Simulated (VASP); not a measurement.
Input of a VASP 6.6.1 run:

File POSCAR:

```
BaTiO3
1.0
    3.9841000000      0.0000000000      0.0000000000
    0.0000000000      2.8370500000      2.8458000000
    0.0000000000     -2.8370500000      2.8458000000
Ba Ti O
1 1 3
Direct
    0.0000000000      0.0000000000      0.0000000000
    0.5000000000      0.5079000000      0.5079000000
    0.0000000000      0.4921000000      0.4921000000
    0.5000000000      0.5025100000      0.9937100000
    0.5000000000      0.9937100000      0.5025100000
```

The input INCAR.step1:

```
PREC = Accurate
ENCUT = 660
ISMEAR = 0
SIGMA = 0.02
LREAL = False
LASPH = True
NELM = 200
ISPIN = 2
MAGMOM = 0 2.5 0 0 0
LMAXMIX = 4
LDAU = True
LDAUTYPE = 2
LDAUL = -1 2 -1
LDAUU = 0 4 0
LDAUJ = 0 0 0
NBANDS = 32
GGA = PE
ALGO = Normal
EDIFF = 1E-5
LWAVE = True
LCHARG = False
GGA_COMPAT = False
```

Contents of INCAR.step2:

```
PREC = Accurate
ENCUT = 660
EDIFF = 1E-6
ISMEAR = 0
SIGMA = 0.02
LREAL = False
LASPH = True
NELM = 200
ALGO = Normal
ISIF = 2
LWAVE = False
LCHARG = True
ISPIN = 2
MAGMOM = 0 2.5 0 0 0
LORBIT = 11
LMAXMIX = 4
LDAU = True
LDAUTYPE = 2
LDAUL = -1 2 -1
LDAUU = 0 4 0
LDAUJ = 0 0 0
LDAUPRINT = 1
METAGGA = R2SCAN
LMIXTAU = True
LELF = True
LVHAR = True
NBANDS = 32
ISTART = 1
GGA_COMPAT = False
```

KPOINTS

```
Automatic mesh
0
Gamma
  6 6 6
```

Potentials or basis: VASP PAW PBE potentials, release 64 (Ba_sv, Ti_sv, O).

The run is started by

```console
$ cat potpaw_PBE.64/Ba_sv/POTCAR potpaw_PBE.64/Ti_sv/POTCAR potpaw_PBE.64/O/POTCAR > POTCAR
$ cp INCAR.step1 INCAR
$ mpirun -np 1 vasp_std > vasp.out
$ cp INCAR.step2 INCAR
$ mpirun -np 1 vasp_std > vasp.out
```

**Question.** Predict the net moment.

**Answer.** 0.00 μB per cell.

**Question.** What does it give for the largest force?

**Answer.** 0.275 eV/Å.

**Question.** Estimate the pressure.

**Answer.** 3.7 GPa.

Forces on the atoms (eV/Å):
```
Ba   0.000  0.000  0.098
Ti   0.000  0.000 -0.275
O    0.000  0.000  0.140
O    0.000 -0.190  0.019
O    0.000  0.190  0.019
```

Caveat: the cell stands under pressure; the PAW data sets were made with another functional, which shifts forces and pressure a little.
